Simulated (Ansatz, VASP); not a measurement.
One calculation of BaTiO3, two programs

File INCAR:

```
PREC = Accurate
ENCUT = 520
EDIFF = 1E-7
ISMEAR = 0
SIGMA = 0.05
LREAL = F
LASPH = T
NELM = 150
ALGO = Normal
ISIF = 2
LWAVE = F
LCHARG = F
LMAXMIX = 4
LDAU = T
LDAUTYPE = 2
LDAUL = -1 2 -1
LDAUU = 0 4 0
LDAUJ = 0 0 0
LDAUPRINT = 1
GGA = PE
NBANDS = 28
```

Contents of KPOINTS:

```
regular mesh
0
Gamma
  6 6 6
```

POSCAR

```
BaTiO3
1.0
    4.1084248982      0.0000000000      0.0000000000
    0.0000000000      2.9451135203      2.7416225185
    0.0000000000     -2.9451135203      2.7416225185
Ba Ti O
1 1 3
Direct
    0.0000000000      0.0080771898      0.0080771898
    0.5000000000      0.5197092923      0.5197092923
    0.0000000000      0.4916268263      0.4916268263
    0.5000000000      0.4938075436      0.9829991481
    0.5000000000      0.9829991481      0.4938075436
```

Input for Ansatz:

```yaml
crystal:
  lattice:
    - [4.1084248982, 0.0, 0.0]
    - [0.0, 2.9451135203, 2.7416225185]
    - [0.0, -2.9451135203, 2.7416225185]
  atoms:
    - { symbol: Ba, position: [0.0, 0.0080771898, 0.0080771898] }
    - { symbol: Ti, position: [0.5, 0.5197092923, 0.5197092923] }
    - { symbol: O, position: [0.0, 0.4916268263, 0.4916268263] }
    - { symbol: O, position: [0.5, 0.4938075436, 0.9829991481] }
    - { symbol: O, position: [0.5, 0.9829991481, 0.4938075436] }
basis:
  ecutwfc: 420
kpoints:
  mp_grid: { grid: [6, 6, 6] }
hamiltonian:
  xc: pbe
  hubbard: { sites: [{ species: Ti, l: d, u_eff: 4.0 }] }
scf:
  occupations: { method: gaussian, width: 0.05 }
output:
  forces: true
  stress: true
  eigenvalues: true
  write_density: true
  write_potential: true
  elf: true
  volumetric_format: npy
```

Change from the starting cell: strain +0.025 along x and y, -0.050 along z, atoms carried along.

Alike in both runs: task single point; functional PBE; k mesh 6 × 6 × 6; occupations gaussian, width 0.05 eV; no spin polarisation; Hubbard terms Ti d U = 4.0 eV.

```csv
,VASP,Ansatz
version,VASP 6.6.1,Ansatz 0.2.0
potentials or method,"VASP PAW PBE potentials, release 64 (Ba_sv, Ti_sv, O), cutoff 520 eV","scalar-relativistic, plane waves, PAW"
valence electrons in the cell,40,40
```

```tsv
	VASP	Ansatz	Ansatz less VASP
gap on the k mesh at the Fermi level (eV)	2.35	2.42	+0.074
least direct gap on the mesh (eV)	2.63	2.70	+0.065
pressure (GPa)	4.0	0.5	-3.50
traceless stress, the component that is largest in VASP (GPa)	10.79	10.36	-0.431
rms of the force components (eV/Å)	0.325	0.108	-0.2174
```

The programs project onto different local orbitals, so the same U acts differently, and such runs can settle in different states. Atom by atom the forces differ by 0.231 eV/Å (rms over components).

Spin-orbit coupling is off throughout.
